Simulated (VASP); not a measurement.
# ScNb (P-6m2) in VASP: a series of runs

ScNb is run at these levels: revPBE, PBE, LDA; tasks: single point.

All numbers are computed with VASP 6.6.1; they aren't measurements. Logs are shortened: lines on timing, memory, paths and dates and some standing lists are left out, and cuts for length are marked.

## 1. The cell of the first run

It takes space group P-6m2 (No. 187, hexagonal). Conventional cell: a = 3.066 Å, b = 3.066 Å, c = 5.072 Å, α = 90.00°, β = 90.00°, γ = 120.00°. Sc (site symmetry -6m2) has 6 Sc at 3.07 Å and 6 Nb at 3.09 Å within 4.0 Å. Nb (site symmetry -6m2) has 6 Nb at 3.07 Å and 6 Sc at 3.09 Å within 4.0 Å.

## 2. Single point, revPBE, collinear spin, zero start

INCAR reads:

```
ALGO = Normal
EDIFF = 1E-6
ENCUT = 500
GGA = RE
GGA_COMPAT = False
ISIF = 2
ISMEAR = 0
ISPIN = 2
LASPH = True
LCHARG = False
LMAXMIX = 4
LORBIT = 11
LREAL = False
LWAVE = False
MAGMOM = 0 0
NBANDS = 23
NELM = 200
PREC = Accurate
SIGMA = 0.1
```

KPOINTS reads:

```
k-points
0
Gamma
  3 3 1
```

POSCAR reads:

```
ScNb
1.0
    3.0656443612      0.0000000000      0.0000000000
   -1.5328221806      2.6549258957      0.0000000000
    0.0000000000      0.0000000000      5.0721940000
Sc Nb
1 1
Direct
    0.0000000000      0.0000000000      0.0000000000
    0.3333333333      0.6666666667      0.5000000000
```

Potentials or basis: VASP PAW PBE potentials, release 64 (Sc_sv, Nb_sv).

The run is started by

```console
> cat potpaw_PBE.64/Sc_sv/POTCAR potpaw_PBE.64/Nb_sv/POTCAR > POTCAR
> mpirun -np 1 vasp_std > vasp.out
```

OUTCAR:

```text
EDIFF = 1E-6
   ENCUT = 500
   GGA = RE
   ISIF = 2
   ISMEAR = 0
   ISPIN = 2
   LASPH = True
   LORBIT = 11
   LREAL = False
   NELM = 200
   PREC = Accurate

 ion  position               nearest neighbor table
   1  0.000  0.000  0.000-   2 3.09   2 3.09   2 3.09   2 3.09   2 3.09   2 3.09
   2  0.333  0.667  0.500-   1 3.09   1 3.09   1 3.09   1 3.09   1 3.09   1 3.09

  LATTYP: Found a hexagonal cell.
 ALAT       =     3.0656443612
 C/A-ratio  =     1.6545278585

  Lattice vectors:

 A1 = (   3.0656443612,   0.0000000000,   0.0000000000)
 A2 = (  -1.5328221806,   2.6549258957,   0.0000000000)
 A3 = (   0.0000000000,   0.0000000000,   5.0721940000)

Analysis of symmetry for initial positions (statically):
=====================================================================
 Subroutine PRICEL returns:
 Original cell was already a primitive cell.

 Routine SETGRP: Setting up the symmetry group for a
 hexagonal supercell.

 Subroutine GETGRP returns: Found 12 space group operations
 (whereof 12 operations were pure point group operations)
 out of a pool of 24 trial point group operations.

The static configuration has the point symmetry D_3h.

Analysis of symmetry for dynamics (positions and initial velocities):
=====================================================================
 Subroutine PRICEL returns:
 Original cell was already a primitive cell.

 Routine SETGRP: Setting up the symmetry group for a
 hexagonal supercell.

 Subroutine GETGRP returns: Found 12 space group operations
 (whereof 12 operations were pure point group operations)
 out of a pool of 24 trial point group operations.

The dynamic configuration has the point symmetry D_3h.

Analysis of structural, dynamic, and magnetic symmetry:
=====================================================================
 Subroutine PRICEL returns:
 Original cell was already a primitive cell.

 Routine SETGRP: Setting up the symmetry group for a
 hexagonal supercell.

 Subroutine GETGRP returns: Found 12 space group operations
 (whereof 12 operations were pure point group operations)
 out of a pool of 24 trial point group operations.

The overall configuration has the point symmetry D_3h.

 Subroutine INISYM returns: Found 12 space group operations
 (whereof 12 operations are pure point group operations),
 and found     1 'primitive' translations

----------------------------------------------------------------------------------------

                                     Primitive cell

  volume of cell :      41.2829

  direct lattice vectors                    reciprocal lattice vectors
     3.065644361  0.000000000  0.000000000     0.326195697  0.188329174  0.000000000
    -1.532822181  2.654925896  0.000000000     0.000000000  0.376658347  0.000000000
     0.000000000  0.000000000  5.072194000     0.000000000  0.000000000  0.197153342

  length of vectors
     3.065644361  3.065644361  5.072194000     0.376658347  0.376658347  0.197153342

  position of ions in fractional coordinates (direct lattice)
     0.000000000  0.000000000  0.000000000
     0.333333333  0.666666667  0.500000000

  ion indices of the primitive-cell ions
   primitive index   ion index
                 1           1
                 2           2

----------------------------------------------------------------------------------------

 KPOINTS: k-points

Automatic generation of k-mesh.
 Grid dimensions read from file:
 generate k-points for:    3    3    1

 Generating k-lattice:

  Cartesian coordinates                     Fractional coordinates (reciprocal lattice)
     0.108731899  0.062776391  0.000000000     0.333333333 -0.000000000  0.000000000
     0.000000000  0.125552782  0.000000000     0.000000000  0.333333333  0.000000000
     0.000000000  0.000000000  0.197153342     0.000000000  0.000000000  1.000000000

  Length of vectors
     0.125552782  0.125552782  0.197153342

  Shift w.r.t. Gamma in fractional coordinates (k-lattice)
     0.000000000  0.000000000  0.000000000

 Subroutine IBZKPT returns following result:
 ===========================================

 Found      3 irreducible k-points:

 Following reciprocal coordinates:
            Coordinates               Weight
  0.000000  0.000000  0.000000      1.000000
  0.333333 -0.000000  0.000000      6.000000
  0.333333  0.333333  0.000000      2.000000
   k-points           NKPTS =      3   k-points in BZ     NKDIM =      3   number of bands    NBANDS=     23
   number of dos      NEDOS =    301   number of ions     NIONS =      2
   total plane-waves  NPLWV =  23040
   dimension x,y,z NGX =    24 NGY =   24 NGZ =   40
   dimension x,y,z NGXF=    48 NGYF=   48 NGZF=   80
   ions per type =               1   1
   NGX,Y,Z   is equivalent  to a cutoff of  13.01, 13.01, 13.11 a.u.
   NGXF,Y,Z  is equivalent  to a cutoff of  26.03, 26.03, 26.22 a.u.
 SYSTEM =  unknown system
   PREC   = accura    normal or accurate (medium, high low for compatibility)
   ISTART =      0    job   : 0-new  1-cont  2-samecut
   ICHARG =      2    charge: 1-file 2-atom 10-const
   ISPIN  =      2    spin polarized calculation?
   LNONCOLLINEAR =      F non collinear calculations
   LSORBIT =      F    spin-orbit coupling
   LASPH  =      T    aspherical Exc in radial PAW
   ENCUT  =  500.0 eV  36.75 Ry    6.06 a.u.   5.59  5.59  9.25*2*pi/ulx,y,z
   NELM   =    200;   NELMIN=  2; NELMDL= -5     # of ELM steps
   EDIFF  = 0.1E-05   stopping-criterion for ELM
   LREAL  =      F    real-space projection
   EDIFFG = 0.1E-04   stopping-criterion for IOM
   NSW    =      0    number of steps for IOM
   IBRION =     -1    ionic relax: 0-MD 1-quasi-New 2-CG
   NFREE  =      0    steps in history (QN), initial steepest desc. (CG)
   ISIF   =      2    stress and relaxation
   ISYM   =      2    0-nonsym 1-usesym 2-fastsym
   POTIM  = 0.5000    time-step for ionic-motion
   TEBEG  =    0.0;   TEEND  =   0.0 temperature during run
   PSTRESS=    0.0 pullay stress
   NELECT =      24.0000    total number of electrons
   NUPDOWN=      -1.0000    fix difference up-down
   EMIN   =  10.00;   EMAX   =-10.00  energy-range for DOS
   EFERMI =   0.00;   METHOD = LEGACY
   ISMEAR =     0;   SIGMA  =   0.10  broadening in eV -4-tet -1-fermi 0-gaus
   EFERMI_NEDOS =   21; number of points for ismear=-14 and -15
   IALGO  =     38    algorithm
   IMIX   =      4    mixing-type and parameters
     AMIX     =   0.40;   BMIX     =  1.00
     AMIX_MAG =   1.60;   BMIX_MAG =  1.00
  volume/ion in A,a.u.               =      20.64       139.30
  Fermi-wavevector in a.u.,A,eV,Ry     =   1.366329  2.581987 25.400097  1.866854
  Thomas-Fermi vector in A             =   2.492479
   LORBIT       =     11    0 simple, 1 ext, 2 COOP (PROOUT), +10 PAW based schemes
   GGA     = RE    functional components
   LHFCALC =     F    Hartree Fock is set to
   AEXX    =    0.0000 exact exchange contribution
   IVDW    =     0    specifies the selected vdW correction
   LEPSILON=     F    determine dielectric tensor
   LRPA    =     F    only Hartree local field effects (RPA)
 spin polarized calculation
 Gauss-broadening in eV      SIGMA  =   0.10
  energy-cutoff  :      500.00
  volume of cell :       41.28
 maximum number of plane-waves:      1075
 NGX is ok and might be reduce to    24
   NGX = 11   NGY = 11   NGZ = 19

 number of electron      24.0000000 magnetization       0.0000000

 number of electron      24.0000000 magnetization      -0.0000000

 Free energy of the ion-electron system (eV)
  ---------------------------------------------------
  ext. energy  EPLUGINS =         0.00000000
  ---------------------------------------------------
  free energy    TOTEN  =       -15.85282777 eV

  energy without entropy =      -15.85282777  energy(sigma->0) =      -15.85282777

 E-fermi :   7.4471     XC(G=0): -11.1502

 val. band max:        7.0089904579   @ k =   0.3333  -0.0000   0.0000
 cond. band min:       7.8742910687   @ k =   0.0000   0.0000   0.0000
 fundamental gap:      0.8653006107
 Fermi energy:         7.4470773653

 spin component 1

 k-point     1 :       0.0000    0.0000    0.0000
  band No.  band energies     occupation
      1     -47.4427      1.00000
      2     -41.9966      1.00000
      3     -23.5507      1.00000
      4     -23.0984      1.00000
      5     -23.0984      1.00000
      6     -20.5902      1.00000
[... 15 lines left out ...]
     22      19.6548      0.00000
     23      21.3141      0.00000

 k-point     2 :       0.3333   -0.0000    0.0000
  band No.  band energies     occupation
      1     -47.3745      1.00000
      2     -41.9338      1.00000
      3     -23.6201      1.00000
      4     -23.4443      1.00000
      5     -23.2214      1.00000
      6     -20.6944      1.00000
[... 15 lines left out ...]
     22      17.1562      0.00000
     23      19.7740      0.00000

 k-point     3 :       0.3333    0.3333    0.0000
  band No.  band energies     occupation
      1     -47.3401      1.00000
      2     -41.9022      1.00000
      3     -23.5825      1.00000
      4     -23.5822      1.00000
      5     -23.3906      1.00000
      6     -20.6653      1.00000
[... 15 lines left out ...]
     22      18.8830      0.00000
     23      19.0331      0.00000
 Fermi energy:         7.4470773653

 spin component 2

 k-point     1 :       0.0000    0.0000    0.0000
  band No.  band energies     occupation
      1     -47.4428      1.00000
      2     -41.9966      1.00000
      3     -23.5507      1.00000
      4     -23.0984      1.00000
      5     -23.0984      1.00000
      6     -20.5901      1.00000
[... 15 lines left out ...]
     22      19.6549      0.00000
     23      21.3141      0.00000

 k-point     2 :       0.3333   -0.0000    0.0000
  band No.  band energies     occupation
      1     -47.3746      1.00000
      2     -41.9338      1.00000
      3     -23.6201      1.00000
      4     -23.4443      1.00000
      5     -23.2214      1.00000
      6     -20.6944      1.00000
[... 15 lines left out ...]
     22      17.1562      0.00000
     23      19.7738      0.00000

 k-point     3 :       0.3333    0.3333    0.0000
  band No.  band energies     occupation
      1     -47.3402      1.00000
      2     -41.9022      1.00000
      3     -23.5825      1.00000
      4     -23.5822      1.00000
      5     -23.3906      1.00000
      6     -20.6653      1.00000
[... 15 lines left out ...]
     22      18.8830      0.00000
     23      19.0331      0.00000

------------------------ aborting loop because EDIFF is reached ----------------------------------------

  FORCE on cell =-STRESS in cart. coord.  units (eV):
  Direction    XX          YY          ZZ          XY          YZ          ZX
  --------------------------------------------------------------------------------------
  -------------------------------------------------------------------------------------
  Total        3.2349090      3.2349090     -6.2291446      0.0000000      0.0000000     -0.0000000
  in kB      125.5459237    125.5459237   -241.7513793      0.0000000      0.0000000     -0.0000000
  external PRESSURE =       3.1134894 kB  Pullay stress =       0.0000000 kB

 VOLUME and BASIS-vectors are now :
 -----------------------------------------------------------------------------
  energy-cutoff  :      500.00
  volume of cell :       41.28
      direct lattice vectors                 reciprocal lattice vectors
     3.065644361  0.000000000  0.000000000     0.326195697  0.188329174  0.000000000
    -1.532822181  2.654925896  0.000000000     0.000000000  0.376658347  0.000000000
     0.000000000  0.000000000  5.072194000     0.000000000  0.000000000  0.197153342

 POSITION                                       TOTAL-FORCE (eV/Angst)
 -----------------------------------------------------------------------------------
      0.00000      0.00000      0.00000        -0.000000      0.000000      0.000000
     -0.00000      1.76995      2.53610         0.000000     -0.000000      0.000000
 -----------------------------------------------------------------------------------
    total drift:                                0.000000     -0.000000     -0.000000

  FREE ENERGIE OF THE ION-ELECTRON SYSTEM (eV)
  ---------------------------------------------------
  free  energy   TOTEN  =       -15.8528277726 eV

  energy  without entropy=      -15.8528277723  energy(sigma->0) =      -15.85282777

 total charge

# of ion       s       p       d       tot
------------------------------------------
    1        2.274   6.184   1.036   9.494
    2        2.189   5.991   2.384  10.564
--------------------------------------------------
tot          4.463  12.175   3.420  20.057

 magnetization (x)

# of ion       s       p       d       tot
------------------------------------------
    1        0.000  -0.000  -0.000  -0.000
    2       -0.000   0.000   0.000  -0.000
--------------------------------------------------
tot         -0.000   0.000   0.000  -0.000
```

Wall time 16 s (1 thread of Intel Xeon 8259CL, shared host); peak memory 0.17 GiB.

Results:

- Free energy: -15.8528 eV
- Pressure: 0.3 GPa
- Band gap on the k mesh: zero (filled and empty bands overlap)
- Net moment: 0.00 μB per cell
- Valence electrons inside the program's atomic spheres: Sc 9.49; Nb 10.56

Caveat: the k points lie up to 1.24 Å⁻¹ apart, too coarse for converged energies and pressures of a metal; the PAW data sets were made with another functional, which shifts forces and pressure a little.

## 3. Single point, PBE

INCAR reads:

```
SYSTEM = ScNb
  ALGO = Normal
  EDIFF = 1E-6
  ENCUT = 500
  GGA = PE
  GGA_COMPAT = .FALSE.
  ISIF = 2
  ISMEAR = 1
  LASPH = .TRUE.
  LCHARG = .TRUE.
  LELF = .TRUE.
  LREAL = .FALSE.
  LVHAR = .TRUE.
  LWAVE = .FALSE.
  NBANDS = 19
  NELM = 120
  PREC = Accurate
  SIGMA = 0.13605693122994
```

KPOINTS reads:

```
k-points
0
G
  6 6 2
  0 0 0
```

POSCAR is that of step 2.

Potentials or basis: VASP PAW PBE potentials, release 64 (Sc_sv, Nb_sv).

The run is started by

```console
> cat potpaw_PBE.64/Sc_sv/POTCAR potpaw_PBE.64/Nb_sv/POTCAR > POTCAR
> mpirun -np 1 vasp_std > vasp.out
```

Wall time 19 s (1 thread of Intel Xeon 8259CL, shared host); peak memory 0.16 GiB.

Results (log left out):

```
Free energy            : -15.9650 eV
Pressure               : -0.5 GPa
Band gap on the k mesh : zero (bands 12 and 13 overlap by 0.98 eV)
```

Stress tensor (GPa, compression positive):
```
-1.85  0.00  0.00
 0.00 -1.85  0.00
 0.00  0.00  2.25
```

Levels at points of the mesh, in eV from the Fermi level:
```csv
k point,band 8,band 9,band 10,band 11,band 12,band 13,band 14,band 15,band 16,band 17
"(0.00, 0.00, 0.00)",-27.35,-5.69,-2.85,0.57,0.57,0.79,1.04,2.12,2.12,2.22
"(0.50, 0.00, 0.00)",-27.48,-2.79,-2.05,-1.75,-0.17,0.86,0.93,1.57,4.42,4.57
"(0.00, 0.00, 0.50)",-27.35,-4.33,-3.69,-0.66,0.45,0.45,0.85,1.49,1.49,3.39
"(0.50, 0.00, 0.50)",-27.48,-2.79,-2.67,-1.06,-0.30,1.65,1.74,1.74,2.90,4.48
```

Caveat: the k points lie up to 0.62 Å⁻¹ apart, too coarse for converged energies and pressures of a metal.

## 4. Single point, LDA

INCAR reads:

```
SYSTEM = ScNb
PREC = Accurate
ENCUT = 500
EDIFF = 1E-6
ISMEAR = 0
SIGMA = 0.1
LREAL = .False.
LASPH = .True.
NELM = 120
ALGO = Normal
ISIF = 2
LWAVE = .False.
LCHARG = .True.
LELF = .True.
LVHAR = .True.
NBANDS = 19
GGA_COMPAT = .False.
```

KPOINTS reads:

```
Automatic mesh
0
Gamma
  6 6 4
  0 0 0
```

POSCAR is that of step 3.

Potentials or basis: VASP PAW LDA potentials, release 64 (Sc_sv, Nb_sv).

The run is started by

```console
> cat potpaw_LDA.64/Sc_sv/POTCAR potpaw_LDA.64/Nb_sv/POTCAR > POTCAR
> mpirun -np 1 vasp_std > vasp.out
```

Wall time 19 s (1 thread of Intel Xeon 8259CL, shared host); peak memory 0.15 GiB.

The run converged. Its results:

```
Free energy            : -17.4884 eV
Pressure               : -7.6 GPa
Band gap on the k mesh : zero (bands 12 and 13 overlap by 0.93 eV)
```

Stress tensor (GPa, compression positive):
```
-8.19  0.00  0.00
 0.00 -8.19  0.00
 0.00  0.00 -6.53
```

Levels at points of the mesh, in eV from the Fermi level:
```tsv
k point	band 8	band 9	band 10	band 11	band 12	band 13	band 14	band 15	band 16	band 17
(0.00, 0.00, 0.00)	-27.09	-5.62	-2.83	0.58	0.58	0.90	1.01	2.06	2.06	2.19
(0.50, 0.00, 0.00)	-27.22	-2.75	-2.04	-1.75	-0.09	0.83	0.92	1.56	4.43	4.54
(0.00, 0.00, 0.50)	-27.09	-4.26	-3.64	-0.62	0.45	0.45	0.84	1.44	1.44	3.35
(0.50, 0.00, 0.50)	-27.22	-2.76	-2.66	-1.06	-0.32	1.72	1.74	1.80	2.86	4.51
```

Caveat: the k points lie up to 0.39 Å⁻¹ apart, too coarse for converged energies and pressures of a metal.

(Part 1 of 2 ends here.)
